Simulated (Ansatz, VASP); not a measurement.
## One calculation of Be2H3, two programs

The input INCAR:

```
PREC = Accurate
ENCUT = 1230
EDIFF = 1E-7
ISMEAR = 0
SIGMA = 0.1
LREAL = False
LASPH = True
NELM = 120
ALGO = Normal
ISIF = 3
LWAVE = False
LCHARG = False
GGA = PE
IBRION = 2
NSW = 90
EDIFFG = -0.04
GGA_COMPAT = False
NELMIN = 4
```

File KPOINTS:

```
regular mesh
0
Gamma
  6 6 6
```

POSCAR

```
Be2H3
1.0
    1.7841643100      1.0300877500      3.2598775800
   -1.7841643100      1.0300877500      3.2598775800
    0.0000000000     -2.0601754900      3.2598775800
Be H
2 3
Direct
    0.5725774400      0.5725774400      0.5725774400
    0.3880372600      0.3880372600      0.3880372600
    0.0247165200      0.3401989400      0.0247165200
    0.0247165200      0.0247165200      0.3401989400
    0.3401989400      0.0247165200      0.0247165200
```

Input for Ansatz:

```yaml
crystal:
  lattice:
    - [1.78416431, 1.03008775, 3.25987758]
    - [-1.78416431, 1.03008775, 3.25987758]
    - [0.0, -2.06017549, 3.25987758]
  atoms:
    - { symbol: Be, position: [0.57257744, 0.57257744, 0.57257744] }
    - { symbol: Be, position: [0.38803726, 0.38803726, 0.38803726] }
    - { symbol: H, position: [0.02471652, 0.34019894, 0.02471652] }
    - { symbol: H, position: [0.02471652, 0.02471652, 0.34019894] }
    - { symbol: H, position: [0.34019894, 0.02471652, 0.02471652] }
basis:
  ecutwfc: 420
kpoints:
  mp_grid: { grid: [6, 6, 6] }
hamiltonian:
  xc: pbe
scf:
  occupations: { method: gaussian, width: 0.1 }
  lower_state_search: "off"
output:
  forces: true
  stress: true
  eigenvalues: true
relax:
  adjacent_minimum: "off"
  f_tol: 0.04
  max_steps: 70
  cell: { stress_tol: 0.4 }
```

Alike in both runs: task relaxation of cell and atoms; functional PBE; k mesh 6 × 6 × 6; occupations gaussian, width 0.1 eV; no spin polarisation.

|  | VASP | Ansatz |
| --- | --- | --- |
| version | VASP 6.6.1 | Ansatz 0.2.0 |
| potentials or method | VASP PAW PBE potentials, release 64 (Be, H_h), cutoff 1230 eV | scalar-relativistic, plane waves, PAW |
| valence electrons in the cell | 7 | 7 |

```csv
,VASP,Ansatz,Ansatz less VASP
"gap on the k mesh at the Fermi level, each at its own relaxed structure (eV)",none,none,-
relaxed volume (Å³/atom),5.73,7.21,+1.483
relaxed length of the cell vector where the two differ most in proportion (Å),4.079,3.731,-0.3486
```

A gap of «none» marks a metal or a gap that the smearing closes. One of these differences is far larger than is usual between the two programs; its cause wasn't traced.

Noted on VASP's run: the volume moved by over 15 % at a fixed basis, so the end points are rough.
